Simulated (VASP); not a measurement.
Runs of VASP 6.6.1 on SnO2. Symmetry: Pnnm, No. 58, orthorhombic system. The conventional cell has a = 4.788 Å, b = 4.867 Å, c = 3.241 Å, α = 90.00°, β = 90.00°, γ = 90.00°. Within 2.8 Å of Sn (site symmetry 2/m) lie 6 O at 2.09 to 2.10 Å. Within 2.8 Å of O (site symmetry m) lie 3 Sn at 2.09 to 2.10 Å and 1 O at 2.65 Å. 

```tsv
k mesh	gap on the mesh (eV)	pressure (GPa)	largest force (eV/Å)
4 × 4 × 4	0.70	-10.4	0.15
6 × 6 × 8	0.70	-10.4	0.15
2 × 2 × 4	0.69	(a)	0.15
4 × 4 × 6	0.70	-10.4	0.15
2 × 2 × 2	0.65	-10.0	0.08
6 × 6 × 10	0.70	-10.4	0.15
```

Alike in all rows: task single point; level LDA; potentials or basis VASP PAW LDA potentials, release 64 (Sn_d, O); no spin polarisation; cell as given; cutoff (eV) 520; smearing gaussian 0.01 eV.

Problem. Fill in the values left out.

Solution. (a) -10.5.

Caveats: some runs use coarse meshes; semilocal functionals underestimate gaps, and a narrow one can read as zero; spin-orbit coupling is left out, which moves the levels of the heavy elements; the cell stands under tension (at least some runs).

A k mesh can miss the band edges, and the runs leave out spin-orbit coupling on Sn.
